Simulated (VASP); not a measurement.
Set up this calculation in VASP 6.6.1, as the native input.

| Property | Result |
| --- | --- |
| Task | relaxation of cell and atoms |
| Functional | PBE |
| Potentials or basis | VASP PAW PBE potentials, release 64 (Ge_d, Se, Pb_d) |
| Cutoff | 600 eV |
| k mesh | 6 × 6 × 4 |
| Occupations | fermi-dirac, width 0.02 eV |
| Spin | no spin polarisation |
| Dipole correction | no |
| Further INCAR settings | ALGO = Normal; EDIFF = 1e-06; IBRION = 2; EDIFFG = -0.005; NSW = 80; ISIF = 3 |

The structure of GePbSe2 lies in POSCAR:

```
GePbSe2
1.0
    3.7766658036      0.0000000000      0.0000000000
    0.0000000000      3.7766658036      0.0000000000
    0.0000000000      0.0000000000      5.3410120000
Ge Se Pb
1 2 1
Direct
    0.0000000000      0.0000000000      0.0000000000
    0.0000000000      0.0000000000      0.5000000000
    0.5000000000      0.5000000000      0.0000000000
    0.5000000000      0.5000000000      0.5000000000
```

The input as run:

INCAR

```
SYSTEM = GePbSe2
ALGO = Normal
EDIFF = 1E-6
EDIFFG = -0.005
ENCUT = 600
GGA = PE
IBRION = 2
ISIF = 3
ISMEAR = -1
LASPH = .TRUE.
LCHARG = .FALSE.
LREAL = .FALSE.
LWAVE = .FALSE.
NELM = 100
NSW = 80
PREC = Accurate
SIGMA = 0.02
```

KPOINTS

```
k-points
0
G
  6 6 4
  0 0 0
```

Potentials or basis: VASP PAW PBE potentials, release 64 (Ge_d, Se, Pb_d).

The run is started by

```bash
$ cat potpaw_PBE.64/Ge_d/POTCAR potpaw_PBE.64/Se/POTCAR potpaw_PBE.64/Pb_d/POTCAR > POTCAR
$ mpirun -np 1 vasp_std > vasp.out
```

Results of the run:

```
Relaxed volume                         : 26.66 Å³/atom
Relaxed cell                           : a = 4.220 Å, b = 4.220 Å, c = 5.987 Å, α = 90.00°, β = 90.00°, γ = 90.00°
Space group after relaxing (to 0.05 Å) : P4/mmm (No. 123)
Energy gained by relaxing              : 623.0 meV/atom
Ionic steps                            : 5
Pressure after relaxing                : 0.0 GPa
Band gap on the k mesh                 : 0.09 eV, direct
```

Caveat: the volume moved by over 15 % at a fixed basis, so the end points are rough; spin-orbit coupling is left out, which moves the levels of the heavy elements.

It took 2.8 min on 1 thread of Intel(R) Xeon(R) Platinum 8488C (Sapphire Rapids), on a shared host, peak memory 0.25 GiB.
